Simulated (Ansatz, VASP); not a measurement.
# Si2Mo: VASP beside Ansatz

Contents of INCAR:

```
SYSTEM = Si2Mo
ALGO = Normal
EDIFF = 1E-6
ENCUT = 520
GGA = PS
ISIF = 2
ISMEAR = 0
LASPH = .True.
LCHARG = .False.
LREAL = .False.
LWAVE = .False.
NBANDS = 18
NELM = 60
PREC = Accurate
SIGMA = 0.15
```

Contents of KPOINTS:

```
k-points
0
Gamma
  18 18 18
  0 0 0
```

Contents of POSCAR:

```
Si2Mo
1.0
   -1.6350007213      1.6350007213      4.0086817917
    1.6350007213     -1.6350007213      4.0086817917
    1.6350007213      1.6350007213     -4.0086817917
Si Mo
2 1
Direct
    0.3350567058      0.3060934158     -0.0289632900
    0.6649432942      0.6359800042     -0.0289632900
    0.0000000000      0.0169553726      0.0169553726
```

Input for Ansatz:

```yaml
crystal:
  lattice:
    - [-1.6350007213, 1.6350007213, 4.0086817917]
    - [1.6350007213, -1.6350007213, 4.0086817917]
    - [1.6350007213, 1.6350007213, -4.0086817917]
  atoms:
    - { symbol: Si, position: [0.3350567058, 0.3060934158, -0.02896329] }
    - { symbol: Si, position: [0.6649432942, 0.6359800042, -0.02896329] }
    - { symbol: Mo, position: [0.0, 0.0169553726, 0.0169553726] }
basis:
  ecutwfc: 420
kpoints:
  mp_grid: { grid: [18, 18, 18] }
hamiltonian:
  xc: pbesol
  pseudopotentials: { kind: paw, azcp: { folder: soft_1 } }
scf:
  occupations: { method: gaussian, width: 0.15 }
output:
  forces: true
  stress: true
  eigenvalues: true
  write_density: true
  write_potential: true
  elf: true
  volumetric_format: npy
```

Change from the starting cell: mode 4 frozen in at -0.092 Å, equal normal strain along x, y and z +0.0250.

Alike in both runs: task single point; functional PBEsol; k mesh 18 × 18 × 18; occupations gaussian, width 0.15 eV; no spin polarisation.

|  | VASP | Ansatz |
| --- | --- | --- |
| version | VASP 6.6.1 | Ansatz 0.2.0 |
| potentials or method | VASP PAW PBE potentials, release 64 (Si, Mo_sv), cutoff 520 eV | scalar-relativistic, plane waves, PAW |
| valence electrons in the cell | 22 | 22 |

Ansatz gave:

```
gap on the k mesh at the Fermi level (eV)                     : none
pressure (GPa)                                                : -12.7
traceless stress, the component that is largest in VASP (GPa) : -1.59
rms of the force components (eV/Å)                            : 0.443
```

Problem. What did VASP give for the same quantities?

Solution. gap on the k mesh at the Fermi level (eV): none; pressure (GPa): -12.4; traceless stress, the component that is largest in VASP (GPa): -1.59; rms of the force components (eV/Å): 0.447.

VASP's potentials were made for PBE, not for PBEsol, and Ansatz warns of the same on its side. Atom by atom the forces differ by 0.005 eV/Å (rms over components). A gap of «none» marks a metal or a gap that the smearing closes.
